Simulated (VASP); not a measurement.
B:

```
B
1.0
     0.00000    4.70267    2.39453
     3.15593    0.00000    2.39453
     3.15593    4.70267    0.00000
B
8
Direct
  0.94831 0.43712 0.95885
  0.43712 0.94831 0.65572
  0.29115 0.59428 0.30169
  0.59428 0.29115 0.81288
  0.86962 0.56482 0.70640
  0.56482 0.86962 0.85917
  0.54360 0.39083 0.38038
  0.39083 0.54360 0.68518
```

```yaml
Program: VASP 6.6.1
Task: relaxation of cell and atoms
Functional: PBE
Potentials_or_basis: VASP PAW PBE potentials, release 64 (B)
Cutoff: 600 eV
k_mesh: 6 × 6 × 6
Occupations: gaussian, width 0.1 eV
Spin: no spin polarisation
```

At the start: pressure 35.6 GPa; volume 8.88 Å³/atom.

Q: How do energy, volume and symmetry change on relaxing?

A: Over 64 steps the energy falls by 965.0 meV/atom and the volume is 7.59 Å³/atom (-14.6 %); space group Fddd (No. 70, to 0.05 Å).

Step by step:
| step | energy change (eV) | largest force (eV/Å) | pressure (GPa) | volume (Å³) |
| --- | --- | --- | --- | --- |
| 1 | 0.0000 | 1.8556 | 35.63 | 71.08 |
| 3 | -1.8447 | 1.0536 | 1.22 | 86.32 |
| 5 | -2.4485 | 1.2328 | -7.07 | 93.31 |
| 7 | -2.9976 | 0.6063 | -6.40 | 91.85 |
| 9 | -3.0718 | 0.6875 | -6.52 | 91.03 |
| 11 | -3.3501 | 0.7709 | 1.61 | 84.70 |
| 13 | -3.8827 | 1.3147 | 2.65 | 79.77 |
| 15 | -3.9621 | 2.4392 | 5.12 | 75.44 |
| 17 | -4.1880 | 2.3507 | 3.77 | 74.27 |
| 19 | -4.4722 | 2.0923 | 0.61 | 68.24 |
| 21 | -4.7684 | 1.5968 | -0.95 | 69.43 |
| 23 | -5.1722 | 1.0310 | -5.32 | 68.82 |
| 25 | -5.4783 | 0.6807 | -0.78 | 66.43 |
| 27 | -5.5087 | 0.7119 | 1.34 | 65.59 |
| 29 | -5.5601 | 0.4870 | 1.70 | 65.37 |
| 31 | -5.6228 | 0.2721 | 1.00 | 65.72 |
| 33 | -5.6848 | 0.2462 | -1.23 | 67.17 |
| 35 | -5.7923 | 0.4778 | 1.65 | 67.79 |
| 37 | -5.8877 | 0.2698 | -0.88 | 69.60 |
| 39 | -6.1199 | 1.3689 | -19.35 | 74.94 |
| 41 | -6.0596 | 0.7456 | -8.73 | 72.88 |
| 43 | -6.0997 | 0.7943 | -10.28 | 73.31 |
| 45 | -6.2562 | 1.1327 | -17.85 | 74.71 |
| 47 | -6.3291 | 1.0038 | -16.05 | 74.09 |
| 49 | -6.6433 | 1.0835 | -16.60 | 71.77 |
| 51 | -7.1045 | 1.0832 | 5.05 | 60.49 |
| 53 | -7.3443 | 0.9212 | -2.61 | 63.14 |
| 55 | -7.3740 | 0.6609 | 12.08 | 56.45 |
| 57 | -7.6750 | 0.3702 | 3.52 | 59.46 |
| 59 | -7.7005 | 0.1802 | 0.07 | 60.16 |
| 61 | -7.7118 | 0.1683 | -0.21 | 60.47 |
| 63 | -7.7186 | 0.0690 | 0.50 | 60.54 |
| 64 | -7.7197 | 0.0296 | 0.02 | 60.73 |

Final structure:
```xyz
8
Lattice="0.0000 4.0985 1.6473 4.4973 0.0000 1.6473 4.4973 4.0985 0.0000" Properties=species:S:1:pos:R:3 pbc="T T T"
B     6.7443    7.7533    2.3211
B     6.7477    4.5423    2.3211
B     4.4956    2.4930    1.4974
B     4.4990    5.7040    1.4974
B     5.9215    6.1461    2.3242
B     7.5704    6.1495    2.3242
B     3.6729    4.1002    1.5005
B     5.3218    4.0968    1.5005
```
